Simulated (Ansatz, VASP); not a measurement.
# One calculation of Sc2Si, two programs

```
CELL_PARAMETERS angstrom
1.79526 1.03649 6.08638
-1.79526 1.03649 6.08638
0.00000 -2.07299 6.08638
ATOMIC_POSITIONS crystal
Sc 0.73992 0.73992 0.73992
Sc 0.26008 0.26008 0.26008
Si 0.00000 0.00000 0.00000
```

Alike in both runs: task single point; functional r2SCAN; k mesh 6 × 6 × 6; occupations gaussian, width 0.1 eV; no spin polarisation.

```csv
,VASP,Ansatz
version,VASP 6.6.1,Ansatz 0.2.0
potentials or method,"VASP PAW PBE potentials, release 64 (Sc_sv, Si), cutoff 520 eV","scalar-relativistic, plane waves, PAW"
valence electrons in the cell,26,26
```

```csv
,VASP,Ansatz,Ansatz less VASP
gap on the k mesh at the Fermi level (eV),none,none,-
pressure (GPa),15.3,14.9,-0.41
"traceless stress, the component that is largest in VASP (GPa)",-3.28,-3.23,+0.053
rms of the force components (eV/Å),1.257,1.228,-0.0289
```

VASP's potentials were made for PBE, not for r2SCAN. Atom by atom the forces differ by 0.029 eV/Å (rms over components). A gap of «none» marks a metal or a gap that the smearing closes.
